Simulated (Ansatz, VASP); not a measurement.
# LaSb4Pd in VASP and in Ansatz

File INCAR:

```
SYSTEM = LaSb4Pd
ALGO = Normal ; EDIFF = 1E-6
EDIFFG = -0.01 ; ENCUT = 600
GGA = PE ; IBRION = 2
ISIF = 3 ; ISMEAR = 0
LASPH = .True. ; LCHARG = .False.
LREAL = .False. ; LWAVE = .False.
NELM = 100 ; NSW = 100
PREC = Accurate ; SIGMA = 0.1
```

Contents of KPOINTS:

```
k-points
0
Gamma
  8 8 6
  0 0 0
```

Contents of POSCAR:

```
LaSb4Pd
1.0
    4.8625172332      0.0000000000      0.0000000000
    0.0000000000      4.8625172332      0.0000000000
    0.0000000000      0.0000000000      7.5465611814
La Sb Pd
1 4 1
Direct
    0.0000000000      0.0000000000      0.5000000000
    0.5000000000      0.0000000000      0.2015646074
    0.5000000000      0.0000000000      0.7984353926
    0.0000000000      0.5000000000      0.7984353926
    0.0000000000      0.5000000000      0.2015646074
    0.5000000000      0.5000000000      0.0000000000
```

Input for Ansatz:

```yaml
crystal:
  lattice:
    - [4.8625172332, 0.0, 0.0]
    - [0.0, 4.8625172332, 0.0]
    - [0.0, 0.0, 7.5465611814]
  atoms:
    - { symbol: La, position: [0.0, 0.0, 0.5] }
    - { symbol: Sb, position: [0.5, 0.0, 0.2015646074] }
    - { symbol: Sb, position: [0.5, 0.0, 0.7984353926] }
    - { symbol: Sb, position: [0.0, 0.5, 0.7984353926] }
    - { symbol: Sb, position: [0.0, 0.5, 0.2015646074] }
    - { symbol: Pd, position: [0.5, 0.5, 0.0] }
basis:
  ecutwfc: 420
kpoints:
  mp_grid: { grid: [8, 8, 6] }
hamiltonian:
  xc: pbe
scf:
  occupations: { method: gaussian, width: 0.1 }
output:
  forces: true
  stress: true
  eigenvalues: true
  write_density: true
  write_potential: true
  elf: true
  volumetric_format: npy
relax:
  adjacent_minimum: "off"
  f_tol: 0.01
  max_steps: 80
  cell: { stress_tol: 0.05 }
```

Change from the starting cell: species swapped into the CaSnF4 type (P4/mmm, No. 123).

Alike in both runs: task relaxation of cell and atoms; functional PBE; k mesh 8 × 8 × 6; occupations gaussian, width 0.1 eV; no spin polarisation.

|  | VASP | Ansatz |
| --- | --- | --- |
| version | VASP 6.6.1 | Ansatz 0.2.0 |
| potentials or method | VASP PAW PBE potentials, release 64 (La, Sb, Pd), cutoff 600 eV | scalar-relativistic, plane waves, PAW |
| valence electrons in the cell | 41 | 89 |

```csv
,VASP,Ansatz,Ansatz less VASP
"gap on the k mesh at the Fermi level, each at its own relaxed structure (eV)",none,none,-
relaxed volume (Å³/atom),29.05,29.08,+0.037
relaxed cell length with the largest relative difference (Å),8.459,8.472,+0.0128
```

A gap of «none» marks a metal or a gap that the smearing closes. VASP's potentials hold 41 valence electrons a cell and Ansatz's 89, so a difference there can come from the potentials and not from the codes.

Spin-orbit coupling is off throughout.
